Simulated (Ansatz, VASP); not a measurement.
This is a calculation of Ge for VASP 6.6.1.

The input POSCAR:

```
Ge
1.0
    5.2405800000      0.0000000000      0.0000000000
    0.0000000000      5.2405800000      0.0000000000
    0.0000000000      0.0000000000      2.6553600000
Ge
3
Direct
    0.0000000000      0.0000000000      0.0000000000
    0.0000000000      0.5000000000      0.0000000000
    0.5000000000      0.0000000000      0.0000000000
```

INCAR.step1

```
PREC = Accurate
ENCUT = 520
EDIFF = 1E-5
ISMEAR = -1
SIGMA = 0.05
LREAL = False
LASPH = True
NELM = 60
ALGO = Normal
ISIF = 2
LWAVE = True
LCHARG = False
NBANDS = 28
GGA = PE
LUSENCCL = False
```

File INCAR.step2:

```
PREC = Accurate
ENCUT = 520
EDIFF = 1E-6
ISMEAR = -1
SIGMA = 0.05
LREAL = False
LASPH = True
NELM = 60
ALGO = Normal
ISIF = 2
LWAVE = False
LCHARG = False
GGA = PE
LHFCALC = True
AEXX = 0.2
HFSCREEN = 0.2
PRECFOCK = Normal
NBANDS = 28
ISTART = 1
LUSENCCL = False
```

KPOINTS

```
Automatic mesh
0
Gamma
  3 3 5
```

Potentials or basis: VASP PAW PBE potentials, release 64 (Ge_d).

Command:

```console
$ cat potpaw_PBE.64/Ge_d/POTCAR > POTCAR
$ cp INCAR.step1 INCAR
$ mpirun -np 1 vasp_std > vasp.out
$ cp INCAR.step2 INCAR
$ mpirun -np 1 vasp_std > vasp.out
```

Problem. Set up the same calculation for Ansatz 0.2.0. Potentials there: Ansatz PAW.

Solution. As run (the cutoff follows the program's own potentials):

The input input:

```
crystal:
  lattice:
    - [5.24058, 0.0, 0.0]
    - [0.0, 5.24058, 0.0]
    - [0.0, 0.0, 2.65536]
  atoms:
    - { symbol: Ge, position: [0.0, 0.0, 0.0] }
    - { symbol: Ge, position: [0.0, 0.5, 0.0] }
    - { symbol: Ge, position: [0.5, 0.0, 0.0] }
hamiltonian:
  xc: { exchange: pbe, correlation: pbe, exx: { coeff: 0.2, omega: 0.2 } }
  pseudopotentials: { kind: paw }
kpoints:
  mp_grid: { grid: [3, 3, 5] }
scf:
  occupations: { method: fermi_dirac, width: 0.05 }
output:
  forces: true
  stress: true
  eigenvalues: true
```

Both were run:

|  | VASP | Ansatz | Ansatz less VASP |
| --- | --- | --- | --- |
| gap on the k mesh at the Fermi level (eV) | none | none | - |
| pressure (GPa) | -1.1 | -1.2 | -0.05 |
| traceless stress, the component that is largest in VASP (GPa) | -8.63 | -8.62 | +0.006 |

VASP's potentials were made for PBE, not for PBE-based screened hybrid. A gap of «none» marks a metal or a gap that the smearing closes. With one functional, cell and mesh, what is left measures potentials, basis and numerics.

The k mesh is coarse, so the values compare programs but aren't converged.
